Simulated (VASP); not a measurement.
Write the native input for VASP 6.6.1 that does the following.

- Task: single point
- Functional: PBE
- Potentials or basis: VASP PAW PBE potentials, release 64 (Be)
- Cutoff: 520 eV
- k mesh: 8 × 8 × 8
- Occupations: gaussian, width 0.1 eV
- Spin: no spin polarisation
- Dipole correction: no
- Further INCAR settings: ALGO = Fast; EDIFF = 1e-07; NBANDS = 10

The structure of Be lies in POSCAR:

```
Be
1.0
   -1.1611789066      1.7910259580      3.0890418416
    1.1611789066     -1.7910259580      3.0890418416
    1.1611789066      1.7910259580     -3.0890418416
Be
3
Direct
    0.1971258157      0.1971258157      0.0000000000
    0.8028741843      0.8028741843      0.0000000000
    0.5000000000      0.0000000000      0.5000000000
```

The cell was generated, and may not be a known phase.

The input as run:

INCAR

```
SYSTEM = Be
PREC = Accurate
ENCUT = 520
EDIFF = 1E-7
ISMEAR = 0
SIGMA = 0.1
LREAL = .FALSE.
LASPH = .TRUE.
NELM = 80
ALGO = Fast
ISIF = 2
LWAVE = .FALSE.
LCHARG = .FALSE.
GGA = PE
NBANDS = 10
```

KPOINTS

```
Automatic mesh
0
G
  8 8 8
  0 0 0
```

Potentials or basis: VASP PAW PBE potentials, release 64 (Be).

Command:

```console
$ cat potpaw_PBE.64/Be/POTCAR > POTCAR
$ mpirun -np 1 vasp_std > vasp.out
```

It gave:

```json
{"Pressure": "0.2 GPa", "Largest force": "0.014 eV/Å", "Band gap on the k mesh": "zero (bands 3 and 4 overlap by 2.14 eV)"}
```

Caveat: the k points lie up to 0.36 Å⁻¹ apart, too coarse for converged energies and pressures of a metal.

Wall time 21 s on 1 thread of Intel(R) Xeon(R) Platinum 8488C (Sapphire Rapids) (shared host), peak memory 0.15 GiB.
